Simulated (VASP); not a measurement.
The system is BN.

```
B N
1.0
     0.00000    1.74583    1.74583
     1.74583    0.00000    1.74583
     1.74583    1.74583    0.00000
B N
1 1
Direct
  0.00000 0.00000 0.00000
  0.50000 0.50000 0.50000
```

Base run:

* Program: VASP 6.6.1
* Functional: r2SCAN
* Potentials or basis: VASP PAW PBE potentials, release 64 (B, N)
* Cutoff: 520 eV
* k mesh: 12 × 12 × 12
* Occupations: gaussian, width 0.01 eV
* Spin: no spin polarisation

Its results: band gap on the k mesh 1.33 eV, indirect (least direct gap 6.51 eV); pressure 0.4 GPa.

Q: The run is repeated on the same cell with these changes: functional from r2SCAN to PBE. What comes out?

A: Band gap on the k mesh 1.20 eV, indirect (least direct gap 5.85 eV); pressure 3.9 GPa.

r2SCAN gives the wider gap, since meta-GGAs in the generalised Kohn-Sham scheme recover part of the derivative discontinuity.

Caveats: the PAW data sets were made with another functional, which shifts forces and pressure a little (some runs).

A k mesh can miss the band edges.
